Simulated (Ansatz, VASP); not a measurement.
# One calculation of Se, two programs

The input INCAR:

```
PREC = Accurate
ENCUT = 520
EDIFF = 1E-6
ISMEAR = -1
SIGMA = 0.05
LREAL = F
LASPH = T
NELM = 150
ALGO = Normal
ISIF = 2
LWAVE = F
LCHARG = T
MAGMOM = 0 0 0 0 0 0 0 0 0
LORBIT = 11
LSORBIT = T
GGA_COMPAT = F
LORBMOM = T
GGA = PS
LVHAR = T
NBANDS = 31
```

File KPOINTS:

```
regular mesh
0
Gamma
  5 5 5
```

File POSCAR:

```
Se
1.0
    4.3662000000      0.0000000000      0.0000000000
   -2.1831000000      3.7812401180      0.0000000000
    0.0000000000      0.0000000000      4.9536000000
Se
3
Direct
    0.7746000000      0.7746000000      0.0000000000
    0.0000000000      0.2254000000      0.6666666667
    0.2254000000      0.0000000000      0.3333333333
```

The input input.yaml:

```yaml
crystal:
  lattice:
    - [4.3662, 0.0, 0.0]
    - [-2.1831, 3.781240118, 0.0]
    - [0.0, 0.0, 4.9536]
  atoms:
    - { symbol: Se, position: [0.7746, 0.7746, 0.0] }
    - { symbol: Se, position: [0.0, 0.2254, 0.6666666667] }
    - { symbol: Se, position: [0.2254, 0.0, 0.3333333333] }
hamiltonian:
  xc: pbesol
  pseudopotentials: { kind: paw_fr }
magnetization:
  noncollinear: true
  spin_orbit: true
kpoints:
  mp_grid: { grid: [5, 5, 5] }
  band_path:
    path:
      - [[0.0, 0.0, 0.0], [0.5, 0.0, 0.0], [0.3333333333, 0.3333333333, 0.0], [0.0, 0.0, 0.0], [0.0, 0.0, 0.5], [0.5, 0.0, 0.5], [0.3333333333, 0.3333333333, 0.5], [0.0, 0.0, 0.5]]
      - [[0.5, 0.0, 0.5], [0.5, 0.0, 0.0]]
      - [[0.3333333333, 0.3333333333, 0.0], [0.3333333333, 0.3333333333, 0.5]]
    npoints: 14
scf:
  occupations: { method: fermi_dirac, width: 0.05 }
  n_extra_bands: 7
output:
  forces: true
  stress: true
  eigenvalues: true
  fatbands: true
  write_density: true
  write_potential: true
  elf: true
  volumetric_format: npy
```

Alike in both runs: functional PBEsol; k mesh 5 × 5 × 5; occupations fermi-dirac, width 0.05 eV; non-collinear spin, spin-orbit coupling.

|  | VASP | Ansatz |
| --- | --- | --- |
| version | VASP 6.6.1 | Ansatz 0.2.0 |
| potentials or method | VASP PAW PBE potentials, release 64 (Se) | Ansatz PAW |
| plane-wave cutoff (eV) | 520 | 420 |
| valence electrons in the cell | 18 | 48 |
| task | single point | band structure |

```tsv
	VASP	Ansatz	Ansatz less VASP
pressure (GPa)	0.4	0.2	-0.20
traceless stress, the component that is largest in VASP (GPa)	1.08	1.00	-0.075
rms of the force components (eV/Å)	0.201	0.174	-0.0271
net moment per atom (μB)	0.00	0.00	0.000
```

VASP's potentials were made for PBE, not for PBEsol. Atom by atom the forces differ by 0.027 eV/Å (rms over components). The functional is the same, so the differences come from potentials, cutoffs and numerics. VASP's potentials hold 18 valence electrons a cell and Ansatz's 48, so a difference there can come from the potentials and not from the codes.

Noted on Ansatz's run: the k mesh misses the band edges, so the gap on the mesh is wider than the one along the path.
